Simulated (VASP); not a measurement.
# HfN (Fm-3m) in VASP: a series of runs

The runs below take HfN through single point, relaxation of cell and atoms, with PBE.

Everything below comes from runs of VASP 6.6.1. Logs are shortened: lines on timing, memory, paths and dates and some standing lists are left out, and cuts for length are marked.

## 1. The cell of the first run

Symmetry: Fm-3m, No. 225, cubic system. The conventional cell has a = 4.486 Å, b = 4.486 Å, c = 4.486 Å, α = 90.00°, β = 90.00°, γ = 90.00°. Within 3.0 Å of Hf (site symmetry m-3m) lie 6 N at 2.24 Å. N (site symmetry m-3m) has 6 Hf at 2.24 Å within 3.0 Å.

## 2. Single point, PBE

The input, INCAR:

```
ALGO     = Normal         # electronic algorithm
EDIFF    = 1E-6           # SCF threshold, eV
ENCUT    = 600            # plane-wave cutoff, eV
GGA      = PE             # functional
GGA_COMPAT= F            
ISIF     = 2              # what is computed and relaxed
ISMEAR   = -1             # smearing method
LASPH    = T              # aspherical terms in the spheres
LCHARG   = F              # write CHGCAR
LREAL    = F              # projectors in reciprocal space
LWAVE    = F              # write WAVECAR
NBANDS   = 14             # bands
NELM     = 120            # most SCF steps
PREC     = Accurate       # precision mode
SIGMA    = 0.15           # smearing width, eV
```

The input, KPOINTS:

```
k-points
0
Gamma
  16 16 16
```

The input, POSCAR:

```
HfN
1.0
    0.0000000000      2.2428621136      2.2428621136
    2.2428621136      0.0000000000      2.2428621136
    2.2428621136      2.2428621136      0.0000000000
Hf N
1 1
Direct
    0.0000000000      0.0000000000      0.0000000000
    0.5000000000      0.5000000000      0.5000000000
```

Potentials or basis: VASP PAW PBE potentials, release 64 (Hf_pv, N).

Run with:

```console
cat potpaw_PBE.64/Hf_pv/POTCAR potpaw_PBE.64/N/POTCAR > POTCAR
mpirun -np 1 vasp_std > vasp.out
```

OUTCAR:

```text
EDIFF = 1E-6
   ENCUT = 600
   GGA = PE
   ISIF = 2
   ISMEAR = -1
   LASPH = T
   LREAL = F
   NELM = 120
   PREC = Accurate

 ion  position               nearest neighbor table
   1  0.000  0.000  0.000-   2 2.24   2 2.24   2 2.24   2 2.24   2 2.24   2 2.24
   2  0.500  0.500  0.500-   1 2.24   1 2.24   1 2.24   1 2.24   1 2.24   1 2.24

  LATTYP: Found a face centered cubic cell.
 ALAT       =     4.4857242272

  Lattice vectors:

 A1 = (   0.0000000000,   2.2428621136,   2.2428621136)
 A2 = (   2.2428621136,   0.0000000000,   2.2428621136)
 A3 = (   2.2428621136,   2.2428621136,   0.0000000000)

Analysis of symmetry for initial positions (statically):
=====================================================================
 Subroutine PRICEL returns:
 Original cell was already a primitive cell.

 Routine SETGRP: Setting up the symmetry group for a
 face centered cubic supercell.

 Subroutine GETGRP returns: Found 48 space group operations
 (whereof 48 operations were pure point group operations)
 out of a pool of 48 trial point group operations.

The static configuration has the point symmetry O_h .

Analysis of symmetry for dynamics (positions and initial velocities):
=====================================================================
 Subroutine PRICEL returns:
 Original cell was already a primitive cell.

 Routine SETGRP: Setting up the symmetry group for a
 face centered cubic supercell.

 Subroutine GETGRP returns: Found 48 space group operations
 (whereof 48 operations were pure point group operations)
 out of a pool of 48 trial point group operations.

The dynamic configuration has the point symmetry O_h .

 Subroutine INISYM returns: Found 48 space group operations
 (whereof 48 operations are pure point group operations),
 and found     1 'primitive' translations

----------------------------------------------------------------------------------------

                                     Primitive cell

  volume of cell :      22.5651

  direct lattice vectors                    reciprocal lattice vectors
     0.000000000  2.242862114  2.242862114    -0.222929442  0.222929442  0.222929442
     2.242862114  0.000000000  2.242862114     0.222929442 -0.222929442  0.222929442
     2.242862114  2.242862114  0.000000000     0.222929442  0.222929442 -0.222929442

  length of vectors
     3.171886020  3.171886020  3.171886020     0.386125120  0.386125120  0.386125120

  position of ions in fractional coordinates (direct lattice)
     0.000000000  0.000000000  0.000000000
     0.500000000  0.500000000  0.500000000

  ion indices of the primitive-cell ions
   primitive index   ion index
                 1           1
                 2           2

----------------------------------------------------------------------------------------

 KPOINTS: k-points

Automatic generation of k-mesh.
 Grid dimensions read from file:
 generate k-points for:   16   16   16

 Generating k-lattice:

  Cartesian coordinates                     Fractional coordinates (reciprocal lattice)
    -0.013933090  0.013933090  0.013933090     0.062500000  0.000000000  0.000000000
     0.013933090 -0.013933090  0.013933090     0.000000000  0.062500000  0.000000000
     0.013933090  0.013933090 -0.013933090     0.000000000  0.000000000  0.062500000

  Length of vectors
     0.024132820  0.024132820  0.024132820

  Shift w.r.t. Gamma in fractional coordinates (k-lattice)
     0.000000000  0.000000000  0.000000000

 Subroutine IBZKPT returns following result:
 ===========================================

 Found    145 irreducible k-points:

 Following reciprocal coordinates:
            Coordinates               Weight
  0.000000  0.000000  0.000000      1.000000
  0.062500  0.000000  0.000000      8.000000
  0.125000  0.000000  0.000000      8.000000
  0.187500  0.000000  0.000000      8.000000
  0.250000  0.000000  0.000000      8.000000
  0.312500  0.000000  0.000000      8.000000
[... 16 lines left out ...]
 -0.125000  0.062500  0.000000     24.000000
 -0.062500  0.062500  0.000000     12.000000
 [... further k-points ...]
   k-points           NKPTS =    145   k-points in BZ     NKDIM =    145   number of bands    NBANDS=     14
   number of dos      NEDOS =    301   number of ions     NIONS =      2
   total plane-waves  NPLWV =  21952
   dimension x,y,z NGX =    28 NGY =   28 NGZ =   28
   dimension x,y,z NGXF=    56 NGYF=   56 NGZF=   56
   ions per type =               1   1
   NGX,Y,Z   is equivalent  to a cutoff of  14.68, 14.68, 14.68 a.u.
   NGXF,Y,Z  is equivalent  to a cutoff of  29.35, 29.35, 29.35 a.u.
 SYSTEM =  unknown system
   PREC   = accura    normal or accurate (medium, high low for compatibility)
   ISTART =      0    job   : 0-new  1-cont  2-samecut
   ICHARG =      2    charge: 1-file 2-atom 10-const
   ISPIN  =      1    spin polarized calculation?
   LNONCOLLINEAR =      F non collinear calculations
   LSORBIT =      F    spin-orbit coupling
[... 28 lines left out ...]
   GGA     = PE    functional components
   LHFCALC =     F    Hartree Fock is set to
   AEXX    =    0.0000 exact exchange contribution
   IVDW    =     0    specifies the selected vdW correction
   LEPSILON=     F    determine dielectric tensor
   LRPA    =     F    only Hartree local field effects (RPA)
 non-spin polarized calculation
  energy-cutoff  :      600.00
  volume of cell :       22.57
 maximum number of plane-waves:       769
 NGX is ok and might be reduce to    28
   NGX = 13   NGY = 13   NGZ = 13

 number of electron      15.0000002 magnetization

 Free energy of the ion-electron system (eV)
  ---------------------------------------------------
  ext. energy  EPLUGINS =         0.00000000
  ---------------------------------------------------
  free energy    TOTEN  =       -21.75989745 eV

  energy without entropy =      -21.71755912  energy(sigma->0) =      -21.73872828

 E-fermi :   8.5845     XC(G=0): -12.8458

 val. band max:        8.5811706138   @ k =  -0.1250   0.0625   0.0000
 cond. band min:       8.5866610377   @ k =   0.3750   0.1250   0.0000
 fundamental gap:      0.0054904239
 Fermi energy:         8.5845457606

 k-point     1 :       0.0000    0.0000    0.0000
  band No.  band energies     occupation
      1     -22.4866      2.00000
      2     -22.4866      2.00000
      3     -22.4866      2.00000
      4      -9.0615      2.00000
      5       5.5236      2.00000
      6       5.5236      2.00000
      7       5.5236      2.00000
      8       8.2206      1.83764
      9       8.2206      1.83764
     10       8.2206      1.83764
     11      10.5831      0.00000
     12      10.6011      0.00000
     13      10.6011      0.00000
     14      18.1953      0.00000

 k-point     2 :       0.0625    0.0000    0.0000
  band No.  band energies     occupation
      1     -22.5305      2.00000
      2     -22.4901      2.00000
      3     -22.4901      2.00000
      4      -8.9665      2.00000
      5       5.1143      2.00000
      6       5.2813      2.00000
      7       5.2813      2.00000
      8       8.3368      1.67816
      9       8.3592      1.63590
     10       8.3592      1.63590
     11      10.8731      0.00000
     12      10.9152      0.00000
     13      10.9152      0.00000
     14      18.5116      0.00000

 k-point     3 :       0.1250    0.0000    0.0000
  band No.  band energies     occupation
      1     -22.6534      2.00000
      2     -22.5002      2.00000
      3     -22.5002      2.00000
      4      -8.6941      2.00000
      5       4.1937      2.00000
      6       4.7205      2.00000
      7       4.7205      2.00000
      8       8.5395      1.14893
      9       8.7233      0.56776
     10       8.7233      0.56776
     11      11.6132      0.00000
     12      11.7319      0.00000
     13      11.7319      0.00000
     14      19.3915      0.00000
[... 324 lines left out ...]
 k-point    23 :      -0.1250    0.0625    0.0000
  band No.  band energies     occupation
      1     -22.7245      2.00000
      2     -22.5374      2.00000
      3     -22.4945      2.00000
      4      -8.5009      2.00000
      5       3.5872      2.00000
      6       4.2383      2.00000
      7       4.6944      2.00000
      8       8.5812      1.01125
      9       8.6963      0.64375
     10       9.4420      0.00656
     11      11.2035      0.00000
     12      12.5217      0.00000
     13      12.7191      0.00000
     14      20.0105      0.00000

 k-point    24 :      -0.0625    0.0625    0.0000
  band No.  band energies     occupation
      1     -22.5913      2.00000
      2     -22.5125      2.00000
      3     -22.4884      2.00000
      4      -8.8146      2.00000
      5       4.4943      2.00000
      6       4.8406      2.00000
      7       5.1656      2.00000
      8       8.3884      1.57433
      9       8.3990      1.55014
     10       8.8536      0.28517
     11      10.7518      0.00000
     12      11.5775      0.00000
     13      11.6668      0.00000
     14      19.0132      0.00000

 [... further k-points ...]

------------------------ aborting loop because EDIFF is reached ----------------------------------------

  FORCE on cell =-STRESS in cart. coord.  units (eV):
  Direction    XX          YY          ZZ          XY          YZ          ZX
  --------------------------------------------------------------------------------------
  -------------------------------------------------------------------------------------
  Total        1.3311611      1.3311611      1.3311611      0.0000000     -0.0000000     -0.0000000
  in kB       94.5155982     94.5155982     94.5155982      0.0000000     -0.0000000     -0.0000000
  external PRESSURE =      94.5155982 kB  Pullay stress =       0.0000000 kB

 VOLUME and BASIS-vectors are now :
 -----------------------------------------------------------------------------
  energy-cutoff  :      600.00
  volume of cell :       22.57
      direct lattice vectors                 reciprocal lattice vectors
     0.000000000  2.242862114  2.242862114    -0.222929442  0.222929442  0.222929442
     2.242862114  0.000000000  2.242862114     0.222929442 -0.222929442  0.222929442
     2.242862114  2.242862114  0.000000000     0.222929442  0.222929442 -0.222929442

 POSITION                                       TOTAL-FORCE (eV/Angst)
 -----------------------------------------------------------------------------------
      0.00000      0.00000      0.00000        -0.000000      0.000000     -0.000000
      2.24286      2.24286      2.24286         0.000000     -0.000000      0.000000
 -----------------------------------------------------------------------------------
    total drift:                                0.000000      0.000000      0.000000

  FREE ENERGIE OF THE ION-ELECTRON SYSTEM (eV)
  ---------------------------------------------------
  free  energy   TOTEN  =       -21.7598974496 eV

  energy  without entropy=      -21.7175591158  energy(sigma->0) =      -21.73872828
```

It took 99 s on 1 thread of AMD EPYC 7R43 (Zen 3), shared host; peak memory 0.17 GiB.

Results:

* Free energy: -21.7599 eV
* Pressure: 9.5 GPa

Caveat: spin-orbit coupling is left out, which moves the levels of the heavy elements.

## 3. Relaxation of cell and atoms, PBE, target pressure 12 GPa, at which the enthalpy is minimised

This run uses another cell than the first one, of 11.76 Å³/atom, 1.043 times its volume.

The input, INCAR:

```
SYSTEM = HfN
PREC = Accurate
ENCUT = 600
EDIFF = 1E-7
ISMEAR = -1
SIGMA = 0.15
LREAL = .FALSE.
LASPH = .TRUE.
NELM = 120
ALGO = Normal
ISIF = 3
LWAVE = .FALSE.
LCHARG = .FALSE.
GGA = PE
IBRION = 2
NSW = 80
EDIFFG = -0.001
PSTRESS = 120.0
GGA_COMPAT = .FALSE.
NELMIN = 4
```

The input, KPOINTS:

```
regular mesh
0
G
  16 16 16
  0 0 0
```

The input, POSCAR:

```
HfN
1.0
    0.0000000000      2.2743602401      2.2743602401
    2.2743602401      0.0000000000      2.2743602401
    2.2743602401      2.2743602401      0.0000000000
Hf N
1 1
Direct
    0.0000000000      0.0000000000      0.0000000000
    0.5000000000      0.5000000000      0.5000000000
```

Potentials or basis: VASP PAW PBE potentials, release 64 (Hf_pv, N).

Run with:

```console
cat potpaw_PBE.64/Hf_pv/POTCAR potpaw_PBE.64/N/POTCAR > POTCAR
mpirun -np 1 vasp_std > vasp.out
```

Wall time 5.7 min (1 thread of AMD EPYC 7R43 (Zen 3), shared host); peak memory 0.18 GiB.

The run converged. Its results:

```
Free energy                                            : -21.7491 eV
Relaxed volume                                         : 11.19 Å³/atom
Relaxed cell                                           : a = 3.163 Å, b = 3.163 Å, c = 3.163 Å, α = 60.00°, β = 60.00°, γ = 60.00°
Space group after relaxing (to 0.05 Å)                 : Fm-3m (No. 225)
Energy change on relaxing (the enthalpy is what falls) : +16.0 meV/atom
Ionic steps                                            : 7
Pressure after relaxing                                : 12.0 GPa
```

The path:
```
step  energy change (eV)  largest force (eV/Å)  pressure (GPa)  volume (Å³)
   1              0.0000                0.0000           -2.43        23.53
   2              0.4826                0.0000           55.16        20.10
   3              0.0289                0.0000           11.41        22.42
   4              0.0315                0.0000           11.93        22.39
   5              0.0332                0.0000           12.25        22.37
   6              0.0296                0.0000           11.55        22.41
   7              0.0320                0.0000           12.01        22.38
```

Final structure:
```yaml
crystal:
  lattice:
    - [0.00000, 2.23677, 2.23677]
    - [2.23677, 0.00000, 2.23677]
    - [2.23677, 2.23677, 0.00000]
  atoms:
    - { symbol: Hf, position: [0.00000, 0.00000, 0.00000] }
    - { symbol: N, position: [0.50000, 0.50000, 0.50000] }
```

Levels at points of the mesh, in eV from the Fermi level:
| k point | band 6 | band 7 | band 8 | band 9 | band 10 | band 11 |
| --- | --- | --- | --- | --- | --- | --- |
| (0.00, 0.00, 0.00) | -3.07 | -3.07 | -0.37 | -0.37 | -0.37 | 2.08 |
| (0.50, 0.00, 0.00) | -6.34 | -6.34 | 3.41 | 3.85 | 3.85 | 4.58 |
| (0.50, 0.50, 0.00) | -3.95 | -3.72 | -3.72 | 4.26 | 5.75 | 5.75 |

Caveat: the cell is relaxed towards a set pressure, so the enthalpy falls and the energy may rise; spin-orbit coupling is left out, which moves the levels of the heavy elements.

## 4. Single point, PBE

This run uses another cell than the first one, of 10.45 Å³/atom, 0.926 times its volume.

The input, INCAR:

```
SYSTEM = HfN
  ALGO = Normal
  EDIFF = 1E-6
  ENCUT = 600
  GGA = PE
  GGA_COMPAT = .FALSE.
  ISIF = 2
  ISMEAR = -1
  LASPH = .TRUE.
  LCHARG = .TRUE.
  LELF = .TRUE.
  LREAL = .FALSE.
  LVHAR = .TRUE.
  LWAVE = .FALSE.
  NBANDS = 14
  NELM = 120
  PREC = Accurate
  SIGMA = 0.15
```

The input, KPOINTS:

```
k-points
0
G
  16 16 16
  0 0 0
```

The input, POSCAR:

```
HfN
1.0
    0.0000000000      2.1863209905      2.1863209905
    2.1863209905      0.0000000000      2.1863209905
    2.1863209905      2.1863209905      0.0000000000
Hf N
1 1
Direct
    0.0000000000      0.0000000000      0.0000000000
    0.5000000000      0.5000000000      0.5000000000
```

Run with:

```console
cat potpaw_PBE.64/Hf_pv/POTCAR potpaw_PBE.64/N/POTCAR > POTCAR
mpirun -np 1 vasp_std > vasp.out
```

Run time: 50 s. Hardware: 1 thread of Intel Xeon Platinum 8259CL at 2.50GHz (Skylake/Cascade Lake), shared host; peak memory 0.2 GiB.

The run converged. Its results:

```
Free energy : -21.5238 eV
Pressure    : 37.4 GPa
```

Levels at points of the mesh, in eV from the Fermi level:
| k point | band 5 | band 6 | band 7 | band 8 | band 9 | band 10 | band 11 | band 12 |
| --- | --- | --- | --- | --- | --- | --- | --- | --- |
| (0.00, 0.00, 0.00) | -3.15 | -3.15 | -3.15 | -0.42 | -0.42 | -0.42 | 2.21 | 2.21 |
| (0.50, 0.00, 0.00) | -9.48 | -6.71 | -6.71 | 3.74 | 4.22 | 4.22 | 4.97 | 10.07 |
| (0.50, 0.50, 0.00) | -5.35 | -4.28 | -3.73 | -3.73 | 4.65 | 6.32 | 6.32 | 6.82 |

Caveat: spin-orbit coupling is left out, which moves the levels of the heavy elements.

## 5. Relaxation of cell and atoms, PBE, target pressure 40 GPa, at which the enthalpy is minimised

This run uses another cell than the first one, of 11.76 Å³/atom, 1.043 times its volume.

The input, INCAR:

```
ALGO = Normal ; EDIFF = 1E-7
EDIFFG = -0.001 ; ENCUT = 600
GGA = PE ; GGA_COMPAT = False
IBRION = 2 ; ISIF = 3
ISMEAR = -1 ; LASPH = True
LCHARG = False ; LREAL = False
LWAVE = False ; NELM = 120
NELMIN = 4 ; NSW = 80
PREC = Accurate ; PSTRESS = 400.0
SIGMA = 0.15
```

The input, KPOINTS:

```
k-points
0
Gamma
  16 16 16
```

The input, POSCAR:

```
HfN
1.0
    0.0000000000      2.2743602375      2.2743602375
    2.2743602375      0.0000000000      2.2743602375
    2.2743602375      2.2743602375      0.0000000000
Hf N
1 1
Direct
    0.0000000000      0.0000000000      0.0000000000
    0.5000000000      0.5000000000      0.5000000000
```

Run with:

```console
cat potpaw_PBE.64/Hf_pv/POTCAR potpaw_PBE.64/N/POTCAR > POTCAR
mpirun -np 1 vasp_std > vasp.out
```

It took 5.4 min on 1 thread of Intel Xeon Platinum 8259CL at 2.50GHz (Skylake/Cascade Lake), shared host; peak memory 0.22 GiB.

It converged, with:

- Free energy: -21.4966 eV
- Relaxed volume: 10.39 Å³/atom
- Relaxed cell: a = 3.086 Å, b = 3.086 Å, c = 3.086 Å, α = 60.00°, β = 60.00°, γ = 60.00°
- Space group after relaxing (to 0.05 Å): Fm-3m (No. 225)
- Energy change on relaxing (the enthalpy is what falls): +142.2 meV/atom
- Ionic steps: 16
- Pressure after relaxing: 40.0 GPa

Step by step:
| step | energy change (eV) | largest force (eV/Å) | pressure (GPa) | volume (Å³) |
| --- | --- | --- | --- | --- |
| 1 | 0.0000 | 0.0000 | -2.43 | 23.53 |
| 2 | 6.5757 | 0.0000 | 361.61 | 14.43 |
| 3 | 0.1996 | 0.0000 | 32.50 | 21.15 |
| 4 | 0.2540 | 0.0000 | 37.41 | 20.90 |
| 5 | 0.2846 | 0.0000 | 40.02 | 20.77 |
| 6 | 0.2716 | 0.0000 | 38.92 | 20.82 |
| 7 | 0.2726 | 0.0000 | 39.01 | 20.82 |
| 8 | 0.2756 | 0.0000 | 39.26 | 20.81 |
| 9 | 0.2756 | 0.0000 | 39.26 | 20.81 |
| 10 | 0.2758 | 0.0000 | 39.27 | 20.81 |
| 11 | 0.2761 | 0.0000 | 39.30 | 20.81 |
| 12 | 0.2767 | 0.0000 | 39.35 | 20.80 |
| 13 | 0.2780 | 0.0000 | 39.46 | 20.80 |
| 14 | 0.2805 | 0.0000 | 39.67 | 20.79 |
| 15 | 0.2855 | 0.0000 | 40.10 | 20.77 |
| 16 | 0.2844 | 0.0000 | 40.00 | 20.77 |

Final structure:
```yaml
crystal:
  lattice:
    - [0.00000, 2.18180, 2.18180]
    - [2.18180, 0.00000, 2.18180]
    - [2.18180, 2.18180, 0.00000]
  atoms:
    - { symbol: Hf, position: [0.00000, 0.00000, 0.00000] }
    - { symbol: N, position: [0.50000, 0.50000, 0.50000] }
```

Levels at points of the mesh, in eV from the Fermi level:
```
           k point  band 5  band 6  band 7  band 8  band 9  band 10  band 11
(0.00, 0.00, 0.00)   -3.15   -3.15   -3.15   -0.42   -0.42    -0.42     2.22
(0.50, 0.00, 0.00)   -9.51   -6.74   -6.74    3.77    4.26     4.26     5.00
(0.50, 0.50, 0.00)   -5.34   -4.31   -3.73   -3.73    4.68     6.37     6.37
```

Caveat: the cell is relaxed towards a set pressure, so the enthalpy falls and the energy may rise; spin-orbit coupling is left out, which moves the levels of the heavy elements.

## 6. The runs side by side

```tsv
task	cell	gap on the mesh (eV)	pressure (GPa)
single point	a = 3.172 Å, angles 60.0°, 2 atoms	none	9.5
relaxation of cell and atoms	relaxed to 12 GPa from a = 3.216 Å, angles 60.0°, 2 atoms	none	12.0
single point	a = 3.092 Å, angles 60.0°, 2 atoms	none	37.4
relaxation of cell and atoms	relaxed to 40 GPa from a = 3.216 Å, angles 60.0°, 2 atoms	none	40.0
```

Alike in all rows: level PBE; potentials or basis VASP PAW PBE potentials, release 64 (Hf_pv, N); no spin polarisation; k mesh 16 × 16 × 16; cutoff (eV) 600; smearing fermi-dirac 0.15 eV.

Caveats: spin-orbit coupling is left out, which moves the levels of the heavy elements; the cell is relaxed towards a set pressure, so the enthalpy falls and the energy may rise (some runs).

Absolute energies hang on the potentials; compare differences alone.
